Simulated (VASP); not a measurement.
# KZnF3 (Pm-3m) in VASP: single point with PBE

Aim: the single point of KZnF3 with PBE.

Program: VASP 6.6.1. These are calculated values, not measurements. Logs are shortened: lines on timing, memory, paths and dates and some standing lists are left out, and cuts for length are marked.

## (1) The cell of the first run

The structure is cubic, space group Pm-3m (No. 221). The conventional cell has a = 4.047 Å, b = 4.047 Å, c = 4.047 Å, α = 90.00°, β = 90.00°, γ = 90.00°. K (site symmetry m-3m) has 12 F at 2.86 Å and 8 Zn at 3.51 Å within 3.8 Å. Zn (site symmetry m-3m) has 6 F at 2.02 Å within 2.7 Å. F (site symmetry 4/mmm) has 2 Zn at 2.02 Å within 2.7 Å.

## (2) Single point, PBE

File POSCAR:

```
KZnF3
1.0
    4.0474167900      0.0000000000      0.0000000000
    0.0000000000      4.0474167900      0.0000000000
    0.0000000000      0.0000000000      4.0474167900
K Zn F
1 1 3
Direct
    0.0000000000      0.0000000000      0.0000000000
    0.5000000000      0.5000000000      0.5000000000
    0.0000000000      0.5000000000      0.5000000000
    0.5000000000      0.0000000000      0.5000000000
    0.5000000000      0.5000000000      0.0000000000
```

File INCAR.step1:

```
ALGO = Normal
EDIFF = 1E-6
ENCUT = 520
GGA = PE
GGA_COMPAT = False
ISIF = 2
ISMEAR = 0
LASPH = True
LCHARG = True
LORBIT = 11
LREAL = False
LWAVE = False
NBANDS = 29
NEDOS = 2001
NELM = 120
PREC = Accurate
SIGMA = 0.1
```

File KPOINTS.step1:

```
k-points
0
Gamma
  4 4 4
```

File INCAR.step2:

```
ALGO = Normal
EDIFF = 1E-6
ENCUT = 520
GGA = PE
GGA_COMPAT = False
ICHARG = 11
ISIF = 2
ISMEAR = -5
LASPH = True
LCHARG = False
LORBIT = 11
LREAL = False
LWAVE = False
NBANDS = 29
NEDOS = 1001
NELM = 120
PREC = Accurate
SIGMA = 0.1
```

File KPOINTS.step2:

```
k-points
0
Gamma
  6 6 6
```

Potentials or basis: VASP PAW PBE potentials, release 64 (K_sv, Zn, F).

On the command line:

```sh
> cat potpaw_PBE.64/K_sv/POTCAR potpaw_PBE.64/Zn/POTCAR potpaw_PBE.64/F/POTCAR > POTCAR
> cp INCAR.step1 INCAR
> cp KPOINTS.step1 KPOINTS
> mpirun -np 1 vasp_std > vasp.out
> cp INCAR.step2 INCAR
> cp KPOINTS.step2 KPOINTS
> mpirun -np 1 vasp_std > vasp.out
```

OUTCAR:

```text
EDIFF = 1E-6
   ENCUT = 520
   GGA = PE
   ICHARG = 11
   ISIF = 2
   ISMEAR = -5
   LASPH = True
   LORBIT = 11
   LREAL = False
   NELM = 120
   PREC = Accurate

 ion  position               nearest neighbor table
   1  0.000  0.000  0.000-
   2  0.500  0.500  0.500-   3 2.02   4 2.02   5 2.02   5 2.02   4 2.02   3 2.02
   3  0.000  0.500  0.500-   2 2.02   2 2.02
   4  0.500  0.000  0.500-   2 2.02   2 2.02
   5  0.500  0.500  0.000-   2 2.02   2 2.02

  LATTYP: Found a simple cubic cell.
 ALAT       =     4.0474167900

  Lattice vectors:

 A1 = (   4.0474167900,   0.0000000000,   0.0000000000)
 A2 = (   0.0000000000,   4.0474167900,   0.0000000000)
 A3 = (   0.0000000000,   0.0000000000,   4.0474167900)

Analysis of symmetry for initial positions (statically):
=====================================================================
 Subroutine PRICEL returns:
 Original cell was already a primitive cell.

 Routine SETGRP: Setting up the symmetry group for a
 simple cubic supercell.

 Subroutine GETGRP returns: Found 48 space group operations
 (whereof 48 operations were pure point group operations)
 out of a pool of 48 trial point group operations.

The static configuration has the point symmetry O_h .

Analysis of symmetry for dynamics (positions and initial velocities):
=====================================================================
 Subroutine PRICEL returns:
 Original cell was already a primitive cell.

 Routine SETGRP: Setting up the symmetry group for a
 simple cubic supercell.

 Subroutine GETGRP returns: Found 48 space group operations
 (whereof 48 operations were pure point group operations)
 out of a pool of 48 trial point group operations.

The dynamic configuration has the point symmetry O_h .

 Subroutine INISYM returns: Found 48 space group operations
 (whereof 48 operations are pure point group operations),
 and found     1 'primitive' translations

----------------------------------------------------------------------------------------

                                     Primitive cell

  volume of cell :      66.3031

  direct lattice vectors                    reciprocal lattice vectors
     4.047416790  0.000000000  0.000000000     0.247071170  0.000000000  0.000000000
     0.000000000  4.047416790  0.000000000     0.000000000  0.247071170  0.000000000
     0.000000000  0.000000000  4.047416790     0.000000000  0.000000000  0.247071170

  length of vectors
     4.047416790  4.047416790  4.047416790     0.247071170  0.247071170  0.247071170

  position of ions in fractional coordinates (direct lattice)
     0.000000000  0.000000000  0.000000000
     0.500000000  0.500000000  0.500000000
     0.000000000  0.500000000  0.500000000
     0.500000000  0.000000000  0.500000000
     0.500000000  0.500000000  0.000000000

  ion indices of the primitive-cell ions
   primitive index   ion index
                 1           1
                 2           2
                 3           3
                 4           4
                 5           5

----------------------------------------------------------------------------------------

 KPOINTS: k-points

Automatic generation of k-mesh.
 Grid dimensions read from file:
 generate k-points for:    6    6    6

 Generating k-lattice:

  Cartesian coordinates                     Fractional coordinates (reciprocal lattice)
     0.041178528  0.000000000  0.000000000     0.166666667  0.000000000  0.000000000
     0.000000000  0.041178528  0.000000000     0.000000000  0.166666667  0.000000000
     0.000000000  0.000000000  0.041178528     0.000000000  0.000000000  0.166666667

  Length of vectors
     0.041178528  0.041178528  0.041178528

  Shift w.r.t. Gamma in fractional coordinates (k-lattice)
     0.000000000  0.000000000  0.000000000

 TETIRR: Found    104 inequivalent tetrahedra from     1296

 Subroutine IBZKPT returns following result:
 ===========================================

 Found     20 irreducible k-points:

 Following reciprocal coordinates:
            Coordinates               Weight
  0.000000  0.000000  0.000000      1.000000
  0.166667  0.000000  0.000000      6.000000
  0.333333  0.000000  0.000000      6.000000
  0.500000  0.000000  0.000000      3.000000
  0.166667  0.166667  0.000000     12.000000
  0.333333  0.166667  0.000000     24.000000
[... 12 lines left out ...]
  0.500000  0.500000  0.333333      6.000000
  0.500000  0.500000  0.500000      1.000000
   k-points           NKPTS =     20   k-points in BZ     NKDIM =     20   number of bands    NBANDS=     29
   number of dos      NEDOS =   1001   number of ions     NIONS =      5
   total plane-waves  NPLWV =  27000
   dimension x,y,z NGX =    30 NGY =   30 NGZ =   30
   dimension x,y,z NGXF=    60 NGYF=   60 NGZF=   60
   ions per type =               1   1   3
   NGX,Y,Z   is equivalent  to a cutoff of  12.32, 12.32, 12.32 a.u.
   NGXF,Y,Z  is equivalent  to a cutoff of  24.64, 24.64, 24.64 a.u.
 SYSTEM =  unknown system
   PREC   = accura    normal or accurate (medium, high low for compatibility)
   ISTART =      0    job   : 0-new  1-cont  2-samecut
   ICHARG =     11    charge: 1-file 2-atom 10-const
   ISPIN  =      1    spin polarized calculation?
   LNONCOLLINEAR =      F non collinear calculations
   LSORBIT =      F    spin-orbit coupling
   LASPH  =      T    aspherical Exc in radial PAW
   ENCUT  =  520.0 eV  38.22 Ry    6.18 a.u.   7.53  7.53  7.53*2*pi/ulx,y,z
   NELM   =    120;   NELMIN=  2; NELMDL=  0     # of ELM steps
   EDIFF  = 0.1E-05   stopping-criterion for ELM
   LREAL  =      F    real-space projection
[... 7 lines left out ...]
   TEBEG  =    0.0;   TEEND  =   0.0 temperature during run
   PSTRESS=    0.0 pullay stress
   NELECT =      42.0000    total number of electrons
   NUPDOWN=      -1.0000    fix difference up-down
   EMIN   =  10.00;   EMAX   =-10.00  energy-range for DOS
   EFERMI =   0.00;   METHOD = LEGACY
   ISMEAR =    -5;   SIGMA  =   0.10  broadening in eV -4-tet -1-fermi 0-gaus
   EFERMI_NEDOS =   21; number of points for ismear=-14 and -15
   IALGO  =     38    algorithm
   IMIX   =      4    mixing-type and parameters
     AMIX     =   0.40;   BMIX     =  1.00
     AMIX_MAG =   1.60;   BMIX_MAG =  1.00
  volume/ion in A,a.u.               =      13.26        89.49
  Fermi-wavevector in a.u.,A,eV,Ry     =   1.405983  2.656922 26.895827  1.976788
  Thomas-Fermi vector in A             =   2.528389
   LORBIT       =     11    0 simple, 1 ext, 2 COOP (PROOUT), +10 PAW based schemes
   GGA     = PE    functional components
   LHFCALC =     F    Hartree Fock is set to
   AEXX    =    0.0000 exact exchange contribution
   IVDW    =     0    specifies the selected vdW correction
   LEPSILON=     F    determine dielectric tensor
   LRPA    =     F    only Hartree local field effects (RPA)
 non-spin polarized calculation
 Fermi weights with tetrahedron method with Bloechl corrections
  energy-cutoff  :      520.00
  volume of cell :       66.30
 maximum number of plane-waves:      1804

 number of electron      41.9999980 magnetization

 Free energy of the ion-electron system (eV)
  ---------------------------------------------------
  ext. energy  EPLUGINS =         0.00000000
  ---------------------------------------------------
  free energy    TOTEN  =       -20.26062032 eV

  energy without entropy =      -20.26062032  energy(sigma->0) =      -20.26062032

 E-fermi :  -0.7082     XC(G=0):  -9.8889

 val. band max:       -0.7396337719   @ k =   0.5000   0.5000   0.5000
 cond. band min:       3.0613593771   @ k =   0.0000   0.0000   0.0000
 fundamental gap:      3.8009931489
 Fermi energy:        -0.7082124276

 k-point     1 :       0.0000    0.0000    0.0000
  band No.  band energies     occupation
      1     -27.8402      2.00000
      2     -22.3647      2.00000
      3     -21.7351      2.00000
      4     -21.7351      2.00000
      5     -11.3266      2.00000
      6     -11.3266      2.00000
[... 21 lines left out ...]
     28      10.2879      0.00000
     29      13.4291      0.00000

 k-point     2 :       0.1667    0.0000    0.0000
  band No.  band energies     occupation
      1     -27.8346      2.00000
      2     -22.3315      2.00000
      3     -21.7653      2.00000
      4     -21.7338      2.00000
      5     -11.3260      2.00000
      6     -11.3153      2.00000
[... 21 lines left out ...]
     28      10.3609      0.00000
     29      13.2027      0.00000

 k-point     3 :       0.3333    0.0000    0.0000
  band No.  band energies     occupation
      1     -27.8234      2.00000
      2     -22.2549      2.00000
      3     -21.8362      2.00000
      4     -21.7298      2.00000
      5     -11.3246      2.00000
      6     -11.2926      2.00000
[... 21 lines left out ...]
     28      10.5195      0.00000
     29      12.7499      0.00000

 k-point     4 :       0.5000    0.0000    0.0000
  band No.  band energies     occupation
      1     -27.8178      2.00000
      2     -22.2055      2.00000
      3     -21.8832      2.00000
      4     -21.7281      2.00000
      5     -11.3238      2.00000
      6     -11.2811      2.00000
[... 469 lines left out ...]
     28      11.8310      0.00000
     29      11.8446      0.00000

 k-point    19 :       0.5000    0.5000    0.3333
  band No.  band energies     occupation
      1     -27.7935      2.00000
      2     -21.9014      2.00000
      3     -21.8860      2.00000
      4     -21.8860      2.00000
      5     -11.4642      2.00000
      6     -11.4642      2.00000
[... 21 lines left out ...]
     28      11.8411      0.00000
     29      12.2266      0.00000

 k-point    20 :       0.5000    0.5000    0.5000
  band No.  band energies     occupation
      1     -27.7907      2.00000
      2     -21.8812      2.00000
      3     -21.8812      2.00000
      4     -21.8812      2.00000
      5     -11.4875      2.00000
      6     -11.4875      2.00000
[... 21 lines left out ...]
     28      11.7890      0.00000
     29      12.7724      0.00000

------------------------ aborting loop because EDIFF is reached ----------------------------------------

  FORCE on cell =-STRESS in cart. coord.  units (eV):
  Direction    XX          YY          ZZ          XY          YZ          ZX
  --------------------------------------------------------------------------------------
  -------------------------------------------------------------------------------------
  Total        2.0873123      2.0873123      2.0873123      0.0000000      0.0000000     -0.0000000
  in kB       50.4387391     50.4387391     50.4387391      0.0000000      0.0000000     -0.0000000
  external PRESSURE =      50.4387391 kB  Pullay stress =       0.0000000 kB

 VOLUME and BASIS-vectors are now :
 -----------------------------------------------------------------------------
  energy-cutoff  :      520.00
  volume of cell :       66.30
      direct lattice vectors                 reciprocal lattice vectors
     4.047416790  0.000000000  0.000000000     0.247071170  0.000000000  0.000000000
     0.000000000  4.047416790  0.000000000     0.000000000  0.247071170  0.000000000
     0.000000000  0.000000000  4.047416790     0.000000000  0.000000000  0.247071170

 POSITION                                       TOTAL-FORCE (eV/Angst)
 -----------------------------------------------------------------------------------
      0.00000      0.00000      0.00000         0.000000      0.000000      0.000000
      2.02371      2.02371      2.02371         0.000000      0.000000      0.000000
      0.00000      2.02371      2.02371         0.000000      0.000000      0.000000
      2.02371      0.00000      2.02371         0.000000      0.000000      0.000000
      2.02371      2.02371      0.00000         0.000000      0.000000      0.000000
 -----------------------------------------------------------------------------------
    total drift:                                0.000000      0.000000     -0.000000

  FREE ENERGIE OF THE ION-ELECTRON SYSTEM (eV)
  ---------------------------------------------------
  free  energy   TOTEN  =       -20.2606203200 eV

  energy  without entropy=      -20.2606203200  energy(sigma->0) =      -20.26062032

 total charge

# of ion       s       p       d       tot
------------------------------------------
    1        1.955   5.591   0.024   7.569
    2        0.343   0.375   9.955  10.673
    3        1.734   4.368   0.000   6.102
    4        1.734   4.368   0.000   6.102
    5        1.734   4.368   0.000   6.102
--------------------------------------------------
tot          7.499  19.070   9.979  36.549
```

Wall time 87 s (1 thread of Intel Xeon 8259CL, shared host); peak memory 0.18 GiB.

What came out:

```
Valence electrons inside the program's atomic spheres : K 7.57; Zn 10.67; F 6.10
```
